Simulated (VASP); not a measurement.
# Cs2VH6: single point with PBE

Cs2VH6:

```
CELL_PARAMETERS angstrom
0.00000 4.60351 4.60351
4.60351 0.00000 4.60351
4.60351 4.60351 0.00000
ATOMIC_POSITIONS crystal
Cs 0.75000 0.75000 0.75000
Cs 0.25000 0.25000 0.25000
V 0.00000 0.00000 0.00000
H 0.80889 0.80889 0.19111
H 0.19111 0.80889 0.19111
H 0.80889 0.19111 0.19111
H 0.19111 0.19111 0.80889
H 0.80889 0.19111 0.80889
H 0.19111 0.80889 0.80889
```

The cell was generated, and may not be a known phase.

* Program: VASP 6.6.1
* Task: single point
* Functional: PBE
* Potentials or basis: VASP PAW PBE potentials, release 64 (Cs_sv, V_sv, H)
* Cutoff: 520 eV
* k mesh: 8 × 8 × 8
* Occupations: gaussian, width 0.1 eV
* Spin: collinear spin, ferromagnetic start
* Starting moments: [0.0, 0.0, 0.75, 0.0, 0.0, 0.0, 0.0, 0.0, 0.0] μB
* Dipole correction: no
* Further INCAR settings: ALGO = Normal; EDIFF = 1e-07; NBANDS = 32

* Pressure: 0.0 GPa
* Largest force: 0.004 eV/Å
* Band gap on the k mesh: zero (filled and empty bands overlap)
* Net moment: 1.00 μB per cell
* Site moments: Cs +0.00; V +0.96; H -0.01 μB
* Valence electrons inside the program's atomic spheres: Cs 6.57; V 11.29; H 0.54

Forces in eV/Å, atoms in the order of the input:
```
Cs   0.000  0.000  0.000
Cs   0.000  0.000  0.000
V    0.000  0.000  0.000
H    0.000  0.000 -0.004
H    0.000  0.004  0.000
H    0.004  0.000  0.000
H    0.000  0.000  0.004
H    0.000 -0.004  0.000
H   -0.004  0.000  0.000
```

Levels at points of the mesh, in eV from the Fermi level:
Spin up:
```
           k point  band 14  band 15  band 16  band 17  band 18  band 19  band 20  band 21  band 22  band 23
(0.00, 0.00, 0.00)    -2.46    -2.46    -1.32    -1.32    -1.32     0.07     0.07     0.07     3.55     3.55
(0.50, 0.00, 0.00)    -2.44    -2.44    -1.34    -1.06    -1.06    -0.01     0.05     0.05     3.62     3.62
(0.50, 0.50, 0.00)    -2.47    -2.40    -1.50    -0.90    -0.90    -0.03     0.03     0.03     2.83     4.33
```
Spin down:
```tsv
k point	band 16	band 17	band 18	band 19	band 20	band 21
(0.00, 0.00, 0.00)	-1.31	-1.31	-1.31	1.18	1.18	1.18
(0.50, 0.00, 0.00)	-1.33	-1.04	-1.04	1.07	1.15	1.15
(0.50, 0.50, 0.00)	-1.48	-0.88	-0.88	1.02	1.13	1.13
```

Wall time 9.1 min on 1 thread of Intel(R) Xeon(R) Platinum 8259CL CPU @ 2.50GHz (Skylake/Cascade Lake), with other jobs on the host, peak memory 0.57 GiB.

Caveat: spin-orbit coupling is left out, which moves the levels of the heavy elements.
